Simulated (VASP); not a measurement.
# C (Fmmm) in VASP: notebook

The runs below take C through single point, with PBE+D3(BJ).

All numbers are computed with VASP 6.6.1; they aren't measurements. Logs are shortened: lines on timing, memory, paths and dates and some standing lists are left out, and cuts for length are marked.

## (1) The cell of the first run

Symmetry: Fmmm, No. 69, orthorhombic system. Conventional cell: a = 2.482 Å, b = 4.296 Å, c = 6.841 Å, α = 90.00°, β = 90.00°, γ = 90.00°. C (site symmetry m2m) has 3 C at 1.28 to 1.51 Å within 1.7 Å.

## (2) Single point, PBE+D3(BJ) (atoms shifted along a free coordinate)

Input file INCAR:

```
PREC     = Accurate       # precision mode
ENCUT    = 520            # plane-wave cutoff, eV
EDIFF    = 1E-6           # SCF threshold, eV
ISMEAR   = 0              # smearing method
SIGMA    = 0.03           # smearing width, eV
LREAL    = False          # projectors in reciprocal space
LASPH    = True           # aspherical terms in the spheres
NELM     = 100            # most SCF steps
ALGO     = Normal         # electronic algorithm
ISIF     = 2              # what is computed and relaxed
LWAVE    = False          # write WAVECAR
LCHARG   = False          # write CHGCAR
GGA      = PE             # functional
IVDW     = 12             # dispersion correction
NBANDS   = 11             # bands
```

Input file KPOINTS:

```
Automatic mesh
0
Gamma
  16 16 16
```

Input file POSCAR:

```
C
1.0
    0.0000000000      2.1482183678      3.4203586967
    1.2409363575      0.0000000000      3.4203586967
    1.2409363575      2.1482183678      0.0000000000
C
2
Direct
    0.1491248011      0.8508751989      0.1491248011
    0.8508751989      0.1491248011      0.8508751989
```

Potentials or basis: VASP PAW PBE potentials, release 64 (C).

Command:

```bash
cat potpaw_PBE.64/C/POTCAR > POTCAR
mpirun -np 1 vasp_std > vasp.out
```

OUTCAR:

```text
PREC = Accurate
   ENCUT = 520
   EDIFF = 1E-6
   ISMEAR = 0
   LREAL = False
   LASPH = True
   NELM = 100
   ISIF = 2
   GGA = PE
   IVDW = 12
 IVDW          = 12

 ion  position               nearest neighbor table
   1  0.149  0.851  0.149-   2 1.28   2 1.51   2 1.51
   2  0.851  0.149  0.851-   1 1.28   1 1.51   1 1.51

  LATTYP: Found a face centered orthorhombic cell.
 ALAT       =     2.4818727150
 B/A-ratio  =     1.7311269469
 C/A-ratio  =     2.7562724519

  Lattice vectors:

 A1 = (   0.0000000000,   2.1482183678,   3.4203586967)
 A2 = (   1.2409363575,   0.0000000000,   3.4203586967)
 A3 = (   1.2409363575,   2.1482183678,   0.0000000000)

Analysis of symmetry for initial positions (statically):
=====================================================================
 Subroutine PRICEL returns:
 Original cell was already a primitive cell.

 Routine SETGRP: Setting up the symmetry group for a
 face centered orthorhombic supercell.

 Subroutine GETGRP returns: Found  8 space group operations
 (whereof  8 operations were pure point group operations)
 out of a pool of  8 trial point group operations.

The static configuration has the point symmetry D_2h.

Analysis of symmetry for dynamics (positions and initial velocities):
=====================================================================
 Subroutine PRICEL returns:
 Original cell was already a primitive cell.

 Routine SETGRP: Setting up the symmetry group for a
 face centered orthorhombic supercell.

 Subroutine GETGRP returns: Found  8 space group operations
 (whereof  8 operations were pure point group operations)
 out of a pool of  8 trial point group operations.

The dynamic configuration has the point symmetry D_2h.

 Subroutine INISYM returns: Found  8 space group operations
 (whereof  8 operations are pure point group operations),
 and found     1 'primitive' translations

----------------------------------------------------------------------------------------

                                     Primitive cell

  volume of cell :      18.2360

  direct lattice vectors                    reciprocal lattice vectors
     0.000000000  2.148218368  3.420358697    -0.402921550  0.232751012  0.146183498
     1.240936358  0.000000000  3.420358697     0.402921550 -0.232751012  0.146183498
     1.240936358  2.148218368  0.000000000     0.402921550  0.232751012 -0.146183498

  length of vectors
     4.039021635  3.638512973  2.480879924     0.487738069  0.487738069  0.487738069

  position of ions in fractional coordinates (direct lattice)
     0.149124801  0.850875199  0.149124801
     0.850875199  0.149124801  0.850875199

  ion indices of the primitive-cell ions
   primitive index   ion index
                 1           1
                 2           2

----------------------------------------------------------------------------------------

 KPOINTS: Automatic mesh

Automatic generation of k-mesh.
 Grid dimensions read from file:
 generate k-points for:   16   16   16

 Generating k-lattice:

  Cartesian coordinates                     Fractional coordinates (reciprocal lattice)
    -0.025182597  0.014546938  0.009136469     0.062500000  0.000000000  0.000000000
     0.025182597 -0.014546938  0.009136469     0.000000000  0.062500000 -0.000000000
     0.025182597  0.014546938 -0.009136469     0.000000000 -0.000000000  0.062500000

  Length of vectors
     0.030483629  0.030483629  0.030483629

  Shift w.r.t. Gamma in fractional coordinates (k-lattice)
     0.000000000  0.000000000  0.000000000

 Subroutine IBZKPT returns following result:
 ===========================================

 Found    621 irreducible k-points:

 Following reciprocal coordinates:
            Coordinates               Weight
  0.000000  0.000000  0.000000      1.000000
  0.062500  0.000000  0.000000      8.000000
  0.125000  0.000000  0.000000      8.000000
  0.187500  0.000000  0.000000      8.000000
  0.250000  0.000000  0.000000      8.000000
  0.312500  0.000000  0.000000      8.000000
[... 16 lines left out ...]
 -0.125000  0.062500 -0.000000      8.000000
 -0.062500  0.062500 -0.000000      4.000000
 [... further k-points ...]
   k-points           NKPTS =    621   k-points in BZ     NKDIM =    621   number of bands    NBANDS=     11
   number of dos      NEDOS =    301   number of ions     NIONS =      2
   total plane-waves  NPLWV =  15120
   dimension x,y,z NGX =    30 NGY =   28 NGZ =   18
   dimension x,y,z NGXF=    60 NGYF=   56 NGZF=   36
   ions per type =               2
   NGX,Y,Z   is equivalent  to a cutoff of  12.35, 12.79, 12.06 a.u.
   NGXF,Y,Z  is equivalent  to a cutoff of  24.70, 25.59, 24.12 a.u.
 SYSTEM =  unknown system
   PREC   = accura    normal or accurate (medium, high low for compatibility)
   ISTART =      0    job   : 0-new  1-cont  2-samecut
   ICHARG =      2    charge: 1-file 2-atom 10-const
   ISPIN  =      1    spin polarized calculation?
   LNONCOLLINEAR =      F non collinear calculations
   LSORBIT =      F    spin-orbit coupling
   LASPH  =      T    aspherical Exc in radial PAW
   ENCUT  =  520.0 eV  38.22 Ry    6.18 a.u.   7.51  6.77  4.61*2*pi/ulx,y,z
   NELM   =    100;   NELMIN=  2; NELMDL= -5     # of ELM steps
   EDIFF  = 0.1E-05   stopping-criterion for ELM
   LREAL  =      F    real-space projection
   EDIFFG = 0.1E-04   stopping-criterion for IOM
   NSW    =      0    number of steps for IOM
   IBRION =     -1    ionic relax: 0-MD 1-quasi-New 2-CG
   NFREE  =      0    steps in history (QN), initial steepest desc. (CG)
   ISIF   =      2    stress and relaxation
   ISYM   =      2    0-nonsym 1-usesym 2-fastsym
   POTIM  = 0.5000    time-step for ionic-motion
   TEBEG  =    0.0;   TEEND  =   0.0 temperature during run
   PSTRESS=    0.0 pullay stress
   NELECT =       8.0000    total number of electrons
   NUPDOWN=      -1.0000    fix difference up-down
   EMIN   =  10.00;   EMAX   =-10.00  energy-range for DOS
   EFERMI =   0.00;   METHOD = LEGACY
   ISMEAR =     0;   SIGMA  =   0.03  broadening in eV -4-tet -1-fermi 0-gaus
   EFERMI_NEDOS =   21; number of points for ismear=-14 and -15
   IALGO  =     38    algorithm
   IMIX   =      4    mixing-type and parameters
     AMIX     =   0.40;   BMIX     =  1.00
     AMIX_MAG =   1.60;   BMIX_MAG =  1.00
  volume/ion in A,a.u.               =       9.12        61.53
  Fermi-wavevector in a.u.,A,eV,Ry     =   1.243927  2.350682 21.053041  1.547355
  Thomas-Fermi vector in A             =   2.378216
   LORBIT       =      0    0 simple, 1 ext, 2 COOP (PROOUT), +10 PAW based schemes
   GGA     = PE    functional components
   LHFCALC =     F    Hartree Fock is set to
   AEXX    =    0.0000 exact exchange contribution
   IVDW    =    12    specifies the selected vdW correction
   LEPSILON=     F    determine dielectric tensor
   LRPA    =     F    only Hartree local field effects (RPA)
 non-spin polarized calculation
 Gauss-broadening in eV      SIGMA  =   0.03
  energy-cutoff  :      520.00
  volume of cell :       18.24
 maximum number of plane-waves:       508
   NGX = 15   NGY = 13   NGZ =  9

 number of electron       7.9999999 magnetization

 Free energy of the ion-electron system (eV)
  ---------------------------------------------------
  ext. energy  EPLUGINS =         0.00000000
  ---------------------------------------------------
  free energy    TOTEN  =       -17.76991441 eV

  energy without entropy =      -17.76988588  energy(sigma->0) =      -17.76990015

 E-fermi :   4.0047     XC(G=0): -10.1299

 val. band max:        3.9972342486   @ k =   0.5000   0.0000   0.5000
 cond. band min:       4.0312735848   @ k =  -0.1250   0.2500   0.3750
 fundamental gap:      0.0340393361
 Fermi energy:         4.0047297233

 k-point     1 :       0.0000    0.0000    0.0000
  band No.  band energies     occupation
      1     -15.1293      2.00000
      2      -2.2145      2.00000
      3      -0.6432      2.00000
      4       3.6914      2.00000
      5       8.6114      0.00000
      6       9.7993      0.00000
      7      14.7098      0.00000
      8      15.7838      0.00000
      9      17.2831      0.00000
     10      26.6709      0.00000
     11      28.3876      0.00000

 k-point     2 :       0.0625    0.0000    0.0000
  band No.  band energies     occupation
      1     -15.0356      2.00000
      2      -2.1356      2.00000
      3      -0.8197      2.00000
      4       3.2412      2.00000
      5       8.7524      0.00000
      6       9.9863      0.00000
      7      15.1274      0.00000
      8      15.4804      0.00000
      9      17.3641      0.00000
     10      26.9874      0.00000
     11      27.6388      0.00000

 k-point     3 :       0.1250    0.0000    0.0000
  band No.  band energies     occupation
      1     -14.7556      2.00000
      2      -1.8999      2.00000
      3      -1.3231      2.00000
      4       2.1420      2.00000
      5       9.1842      0.00000
      6      10.3766      0.00000
      7      14.6174      0.00000
      8      16.2292      0.00000
      9      17.6854      0.00000
     10      25.9316      0.00000
     11      27.9122      0.00000
[... 267 lines left out ...]
 k-point    23 :      -0.1250    0.0625   -0.0000
  band No.  band energies     occupation
      1     -14.3099      2.00000
      2      -2.1268      2.00000
      3      -1.3538      2.00000
      4       0.8417      2.00000
      5       9.5842      0.00000
      6      10.7126      0.00000
      7      13.3053      0.00000
      8      17.6723      0.00000
      9      18.4309      0.00000
     10      24.1192      0.00000
     11      28.5467      0.00000

 k-point    24 :      -0.0625    0.0625   -0.0000
  band No.  band energies     occupation
      1     -14.7646      2.00000
      2      -1.8181      2.00000
      3      -1.3258      2.00000
      4       2.1442      2.00000
      5       9.0182      0.00000
      6      10.3725      0.00000
      7      14.6095      0.00000
      8      16.2354      0.00000
      9      17.6772      0.00000
     10      25.9304      0.00000
     11      27.9055      0.00000

 [... further k-points ...]

------------------------ aborting loop because EDIFF is reached ----------------------------------------

 Edisp (eV)   -0.30519

 E8    (eV) :    -0.0863

  FORCE on cell =-STRESS in cart. coord.  units (eV):
  Direction    XX          YY          ZZ          XY          YZ          ZX
  --------------------------------------------------------------------------------------
  -------------------------------------------------------------------------------------
  Total      -0.92477     3.13642    -0.07884     0.00000     0.00000     0.00000
  in kB     -81.24881   275.55963    -6.92704     0.00000     0.00000     0.00000
  external pressure =       62.46 kB  Pullay stress =        0.00 kB

 VOLUME and BASIS-vectors are now :
 -----------------------------------------------------------------------------
  energy-cutoff  :      520.00
  volume of cell :       18.24
      direct lattice vectors                 reciprocal lattice vectors
     0.000000000  2.148218368  3.420358697    -0.402921550  0.232751012  0.146183498
     1.240936358  0.000000000  3.420358697     0.402921550 -0.232751012  0.146183498
     1.240936358  2.148218368  0.000000000     0.402921550  0.232751012 -0.146183498

 POSITION                                       TOTAL-FORCE (eV/Angst)
 -----------------------------------------------------------------------------------
      1.24094      0.64071      3.42036         0.000000      9.112761      0.000000
      1.24094      3.65573      3.42036         0.000000     -9.112761      0.000000
 -----------------------------------------------------------------------------------
    total drift:                                0.000000      0.000000      0.000000

  FREE ENERGIE OF THE ION-ELECTRON SYSTEM (eV)
  ---------------------------------------------------
  free  energy   TOTEN  =       -18.0751079467 eV

  energy  without entropy=      -18.0750794177  energy(sigma->0) =      -18.07509368
```

It took 83 s on 1 thread of Intel Xeon 6975P-C (Granite Rapids), shared host; peak memory 0.22 GiB.

Results:

```
Free energy                : -18.0751 eV
Pressure                   : 6.2 GPa
Largest force              : 9.113 eV/Å
Band gap on the k mesh     : zero (bands 4 and 5 overlap by 0.52 eV)
Dispersion energy per atom : -0.153 eV
```

Forces in eV/Å, atoms in the order of the input:
```
C    0.000  9.113  0.000
C    0.000 -9.113  0.000
```

Levels at points of the mesh, in eV from the Fermi level:
```csv
k point,band 1,band 2,band 3,band 4,band 5,band 6,band 7,band 8,band 9
"(0.00, 0.00, 0.00)",-19.13,-6.22,-4.65,-0.31,4.61,5.79,10.71,11.78,13.28
"(0.50, 0.00, 0.00)",-14.33,-12.08,-6.15,-2.56,2.94,6.59,12.62,13.94,18.28
"(0.50, 0.50, 0.00)",-18.88,-7.99,-4.62,-0.35,5.73,10.42,10.53,11.85,13.50
"(0.50, 0.00, 0.50)",-14.12,-13.23,-5.12,-0.01,0.95,8.25,11.05,11.76,18.58
"(0.00, 0.50, 0.50)",-13.99,-13.03,-5.18,-1.47,-0.22,7.90,14.21,17.78,18.17
```

Caveat: the cell differs from its parent crystal (atoms shifted along a free coordinate); the cell stands under pressure; forces of over 1 eV/Å act on the atoms, so gaps and moduli don't describe the material at rest.

## (3) Single point, PBE+D3(BJ) (atoms shifted along a free coordinate)

Input file INCAR:

```
SYSTEM = C
PREC     = Accurate       ! precision mode
ENCUT    = 520            ! plane-wave cutoff, eV
EDIFF    = 1E-6           ! SCF threshold, eV
ISMEAR   = 0              ! smearing method
SIGMA    = 0.03           ! smearing width, eV
LREAL    = .False.        ! projectors in reciprocal space
LASPH    = .True.         ! aspherical terms in the spheres
NELM     = 80             ! most SCF steps
ALGO     = Normal         ! electronic algorithm
ISIF     = 2              ! what is computed and relaxed
LWAVE    = .False.        ! write WAVECAR
LCHARG   = .False.        ! write CHGCAR
GGA      = PE             ! functional
IVDW     = 12             ! dispersion correction
NBANDS   = 11             ! bands
```

Input file KPOINTS:

```
regular mesh
0
Gamma
  16 16 16
  0 0 0
```

Input file POSCAR:

```
C
1.0
    0.0000000000      2.1482183678      3.4203586967
    1.2409363575      0.0000000000      3.4203586967
    1.2409363575      2.1482183678      0.0000000000
C
2
Direct
    0.1842684003      0.8157315997      0.1842684003
    0.8157315997      0.1842684003      0.8157315997
```

Potentials or basis: VASP PAW PBE potentials, release 64 (C).

Command:

```bash
cat potpaw_PBE.64/C/POTCAR > POTCAR
mpirun -np 1 vasp_std > vasp.out
```

Wall time 77 s (1 thread of Intel Xeon 6975P-C (Granite Rapids), shared host); peak memory 0.22 GiB.

The run converged. Its results:

* Free energy: -18.2143 eV
* Pressure: 2.8 GPa
* Largest force: 6.299 eV/Å
* Dispersion energy per atom: -0.153 eV

Forces in eV/Å, atoms in the order of the input:
```
C    0.000 -6.299  0.000
C    0.000  6.299  0.000
```

Stress tensor (GPa, compression positive):
```
16.38  0.00  0.00
 0.00 -7.53  0.00
 0.00  0.00 -0.36
```

Caveat: the cell differs from its parent crystal (atoms shifted along a free coordinate); forces of over 1 eV/Å act on the atoms, so gaps and moduli don't describe the material at rest.

(Continued in part 2 of 2.)
